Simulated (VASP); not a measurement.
Runs of VASP 6.6.1 on C. The structure is that of space group R-3m (No. 166), or close to it. The cells are those of the table. 

| cell | pressure (GPa) | largest force (eV/Å) |
| --- | --- | --- |
| a = 3.573 Å, angles 40.2°, 2 atoms | 2.1 | 0.84 |
| a = 3.611 Å, angles 39.5°, 2 atoms | 7.8 | 0.86 |
| a = 3.604 Å, angles 39.8°, 2 atoms | (b) | 0.86 |
| a = 3.659 Å, angles 39.5°, 2 atoms | -3.6 | 0.88 |
| a = 3.586 Å, angles 39.5°, 2 atoms | (c) | 0.85 |
| a = 3.629 Å, angles 39.1°, 2 atoms | 10.8 | 0.87 |
| a = 3.624 Å, angles 38.8°, 2 atoms | 20.6 | 0.86 |
| a = 3.647 Å, angles 39.5°, 2 atoms | (a) | 0.87 |

Alike in all rows: task single point; level PBEsol; potentials or basis VASP PAW PBE potentials, release 64 (C); no spin polarisation; k mesh 17 × 17 × 17; cutoff (eV) 520; smearing fermi-dirac 0.03 eV.

Question: Estimate the missing entries.

Answer: (a) -1.0; (b) 2.0; (c) 14.4.

Caveats: this functional lacks dispersion, which binds layers or chains, so the pressure and a relaxed spacing across them are unreliable; the PAW data sets were made with another functional, which shifts forces and pressure a little; the stress differs along the axes, from 1 to 11 GPa (at least some runs); the stress differs along the axes, from -6 to 1 GPa (at least some runs); the stress differs along the axes, from 1 to 21 GPa (at least some runs); the stress differs along the axes, from 1 to 16 GPa (at least some runs); the stress differs along the axes, from 1 to 30 GPa (at least some runs).
